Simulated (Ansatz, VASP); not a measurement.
One calculation of Sn2S, two programs

```xyz
6
Lattice="4.9393 0.0000 0.0000 0.0000 4.9393 0.0000 0.0000 0.0000 7.0582" Properties=species:S:1:pos:R:3 pbc="T T T"
Sn    0.0000    2.4697    1.3648
Sn    0.0000    2.4697    4.8939
Sn    2.4697    0.0000    2.1643
Sn    2.4697    0.0000    5.6933
S     0.0000    0.0000    0.0000
S     2.4697    2.4697    3.5291
```

Alike in both runs: functional PBE; k mesh 4 × 4 × 4; occupations gaussian, width 0.1 eV; no spin polarisation.

Ansatz relaxed the structure, and its values are those at the end. VASP's run is a single point on that final structure, the one shown.

|  | VASP | Ansatz |
| --- | --- | --- |
| version | VASP 6.6.1 | Ansatz 0.2.0 |
| potentials or method | VASP PAW PBE potentials, release 64 (Sn_d, S), cutoff 520 eV | scalar-relativistic, plane waves, PAW |
| valence electrons in the cell | 68 | 68 |

```tsv
	VASP	Ansatz	Ansatz less VASP
gap on the k mesh at the Fermi level (eV)	none	none	-
pressure (GPa)	-0.3	-0.2	+0.04
rms of the force components (eV/Å)	0.016	0.017	+0.0007
```

A gap of «none» marks a metal or a gap that the smearing closes.
